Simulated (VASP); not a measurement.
Here is a VASP 6.6.1 calculation.

File INCAR:

```
PREC = Accurate
ENCUT = 520
EDIFF = 1E-6
ISMEAR = 0
SIGMA = 0.1
LREAL = False
LASPH = True
NELM = 100
ALGO = Normal
ISIF = 2
LWAVE = False
LCHARG = True
GGA = PE
LELF = True
LVHAR = True
NBANDS = 22
```

KPOINTS

```
regular mesh
0
Gamma
  6 6 6
```

POSCAR

```
Nb2H3
1.0
    1.4806186108      0.8548355535      6.9804273273
   -1.4806186108      0.8548355535      6.9804273273
    0.0000000000     -1.7096711070      6.9804273273
Nb H
2 3
Direct
    0.3947086979      0.3947086979      0.3947086979
    0.6052913021      0.6052913021      0.6052913021
    0.0000000000      0.0000000000      0.0000000000
    0.2219404459      0.2219404459      0.2219404459
    0.7780595541      0.7780595541      0.7780595541
```

Potentials or basis: VASP PAW PBE potentials, release 64 (Nb_sv, H).

The run is started by

```bash
$ cat potpaw_PBE.64/Nb_sv/POTCAR potpaw_PBE.64/H/POTCAR > POTCAR
$ mpirun -np 1 vasp_std > vasp.out
```

(1) What does it give for the band gap on the k mesh?

(2) What does it give for the largest force?

(3) Estimate the pressure.

Results:

(1) zero (an odd number of electrons rules out a gap without spin polarisation).

(2) 0.013 eV/Å.

(3) -0.2 GPa.

Caveat: the k points lie up to 0.41 Å⁻¹ apart, too coarse for converged energies and pressures of a metal.
